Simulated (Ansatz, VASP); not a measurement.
# CsH in VASP and in Ansatz

```
Cs H
1.0
     0.00000    3.19125    3.19125
     3.19125    0.00000    3.19125
     3.19125    3.19125    0.00000
Cs H
1 1
Direct
  0.00000 0.00000 0.00000
  0.50000 0.50000 0.50000
```

Alike in both runs: task electric field gradients; functional r2SCAN; k mesh 7 × 7 × 7; occupations fermi-dirac, width 0.02 eV; no spin polarisation.

```csv
,VASP,Ansatz
version,VASP 6.6.1,Ansatz 0.2.0
potentials or method,"VASP PAW PBE potentials, release 64 (Cs_sv, H)","PAW with Ansatz's default frozen-core files, scalar-relativistic"
plane-wave cutoff (eV),520,500
valence electrons in the cell,10,10
```

Ansatz gave:

```
gap on the k mesh at the Fermi level (eV) : 2.91
pressure (GPa)                            : 0.0
```

**Question.** Estimate VASP's values.

**Answer.** gap on the k mesh at the Fermi level (eV): 2.90; pressure (GPa): 0.0.

VASP's potentials were made for PBE, not for r2SCAN.

Neither program's run includes spin-orbit coupling.
